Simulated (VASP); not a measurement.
ZnO, 4 atoms in the cell. It takes space group P6_3mc (No. 186, hexagonal). Conventional cell: a = 3.235 Å, b = 3.235 Å, c = 5.211 Å, α = 90.00°, β = 90.00°, γ = 120.00°. Within 2.6 Å of Zn (site symmetry 3m) lie 4 O at 1.97 to 1.98 Å. O (site symmetry 3m) has 4 Zn at 1.97 to 1.98 Å within 2.6 Å. 

- Program: VASP 6.6.1
- Task: single point
- Functional: PBE
- Potentials or basis: VASP PAW PBE potentials, release 64 (Zn, O)
- Cutoff: 520 eV
- k mesh: 6 × 6 × 4, shifted
- Occupations: gaussian, width 0.01 eV
- Spin: no spin polarisation
- Dipole correction: no
- Further INCAR settings: ALGO = Normal; EDIFF = 1e-07; NBANDS = 26; ISYM = 0

Potentials or basis: VASP PAW PBE potentials, release 64 (Zn, O).

Run with:

```sh
$ cat potpaw_PBE.64/Zn/POTCAR potpaw_PBE.64/O/POTCAR > POTCAR
$ mpirun -np 1 vasp_std > vasp.out
```

Hardware: 1 thread of Intel Xeon 8259CL, with other jobs on the host.

Problem. How long does it take, and how much memory?

Solution. Wall time 4.2 min on 1 thread of Intel Xeon 8259CL, with other jobs on the host, peak memory 0.33 GiB. Counts: scf iterations 16, k points 216.
